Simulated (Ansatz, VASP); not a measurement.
One calculation of Ni, two programs

Contents of INCAR:

```
SYSTEM = Ni
PREC     = Accurate       ! precision mode
ENCUT    = 520            ! plane-wave cutoff, eV
EDIFF    = 1E-6           ! SCF threshold, eV
ISMEAR   = -1             ! smearing method
SIGMA    = 0.05           ! smearing width, eV
LREAL    = .False.        ! projectors in reciprocal space
LASPH    = .True.         ! aspherical terms in the spheres
NELM     = 150            ! most SCF steps
ALGO     = Normal         ! electronic algorithm
ISIF     = 2              ! what is computed and relaxed
LWAVE    = .False.        ! write WAVECAR
LCHARG   = .True.         ! write CHGCAR
LNONCOLLINEAR= .True.         ! non-collinear magnetism
MAGMOM   = 0 0 0.651      ! initial moments
LORBIT   = 11             ! projections on sites
LSORBIT  = .True.         ! spin-orbit coupling
GGA_COMPAT= .False.      
LORBMOM  = .True.       
LMAXMIX  = 4              ! l up to which the mixer works
GGA      = PS             ! functional
LVHAR    = .True.       
NBANDS   = 21             ! bands
```

KPOINTS

```
Automatic mesh
0
Gamma
  16 16 16
  0 0 0
```

The input POSCAR:

```
Ni
1.0
    0.0000000000      1.7319612684      1.7319612684
    1.7319612684      0.0000000000      1.7319612684
    1.7319612684      1.7319612684      0.0000000000
Ni
1
Direct
    0.0000000000      0.0000000000      0.0000000000
```

Input for Ansatz:

```yaml
crystal:
  lattice:
    - [0.0, 1.7319612684, 1.7319612684]
    - [1.7319612684, 0.0, 1.7319612684]
    - [1.7319612684, 1.7319612684, 0.0]
  atoms:
    - { symbol: Ni, position: [0.0, 0.0, 0.0], spin: 0.651, spin_axis: [0, 0, 1] }
hamiltonian:
  xc: pbesol
  pseudopotentials:
    kind: paw_fr
    azcp:
      Ni: "pseudopotentials/Ni.paw.azcp"
basis:
  ecutwfc: 420
  fft_grid_basis: typed
kpoints:
  mp_grid: { grid: [16, 16, 16], shift: [0, 0, 0] }
magnetization:
  noncollinear: true
  spin_orbit: true
scf:
  occupations: { method: fermi_dirac, width: 0.05 }
```

Alike in both runs: task single point; functional PBEsol; k mesh 16 × 16 × 16; occupations fermi-dirac, width 0.05 eV; non-collinear spin, spin-orbit coupling.

```csv
,VASP,Ansatz
version,VASP 6.6.1,Ansatz 0.2.0
potentials or method,"VASP PAW PBE potentials, release 64 (Ni), cutoff 520 eV","plane waves (420 eV) with PAW, fully relativistic with spin-orbit coupling"
valence electrons in the cell,10,18
```

Ansatz gave:

```
net moment per atom (μB) : 0.59
```

Question: What did VASP give for the same quantities?

Answer: net moment per atom (μB): 0.58.

VASP's potentials were made for PBE, not for PBEsol, and Ansatz warns of the same on its side. The functional is the same, so the differences come from potentials, cutoffs and numerics. VASP's potentials hold 10 valence electrons a cell and Ansatz's 18, so a difference there can come from the potentials and not from the codes.
